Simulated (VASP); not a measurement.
**Cl: single point with PBE**

The system is Cl.

```xyz
16
Lattice="8.4343 0.0000 0.0000 0.0000 8.4343 0.0000 0.0000 0.0000 8.4343" Properties=species:S:1:pos:R:3 pbc="T T T"
Cl    8.4880    1.1626    2.7248
Cl    8.3608    0.9981    0.6767
Cl    4.8279    2.9257    3.8182
Cl    2.9262    2.4511    3.3196
Cl    1.0321    3.0973    6.3997
Cl    0.1117    1.3351    6.0834
Cl    4.0471    6.5059    4.7998
Cl    4.1238    6.4711    2.7254
Cl    7.7645    5.2926    1.6080
Cl    6.5758    4.5666    0.1693
Cl    4.0039    2.0261    8.9735
Cl    4.8692    1.7134    7.1807
Cl    2.1943    7.4341    8.2651
Cl    3.9607    6.4224    8.1790
Cl    0.8554    6.3904    4.8979
Cl   -1.2192    6.4688    4.9939
```

- Program: VASP 6.6.1
- Task: single point
- Functional: PBE
- Potentials or basis: VASP PAW PBE potentials, release 64 (Cl)
- Cutoff: 520 eV
- k mesh: 1 × 1 × 1
- Occupations: fermi-dirac, width 0.05 eV
- Spin: no spin polarisation
- Dipole correction: no
- Further INCAR settings: LREAL = Auto; ALGO = Normal; EDIFF = 1e-06; NBANDS = 70

```
Pressure      : -0.8 GPa
Largest force : 0.327 eV/Å
```

Forces on the atoms (eV/Å):
```
Cl   0.000  0.032 -0.173
Cl   0.021  0.069  0.210
Cl  -0.180 -0.073 -0.085
Cl   0.226 -0.045  0.075
Cl  -0.189 -0.234 -0.128
Cl   0.137  0.209  0.014
Cl   0.025 -0.041 -0.129
Cl  -0.042 -0.004  0.181
Cl  -0.112 -0.047 -0.171
Cl   0.116  0.071  0.112
Cl   0.078 -0.023 -0.169
Cl  -0.098  0.069  0.129
Cl   0.189 -0.089  0.058
Cl  -0.158  0.092  0.030
Cl  -0.214  0.041  0.045
Cl   0.202 -0.026  0.000
```

Stress tensor (GPa, compression positive):
```
-1.10  0.00 -0.11
 0.00  0.08 -0.11
-0.11 -0.11 -1.49
```

Levels at points of the mesh, in eV from the Fermi level:
```csv
k point,band 54,band 55,band 56,band 57,band 58,band 59
"(0.00, 0.00, 0.00)",-1.33,-1.26,-1.13,1.14,1.24,1.41
```

Run time: 100 s on 1 thread of Intel(R) Xeon(R) Platinum 8175M CPU @ 2.50GHz (Skylake/Cascade Lake) (shared host), peak memory 0.49 GiB.

Caveat: the k points lie up to 0.74 Å⁻¹ apart.
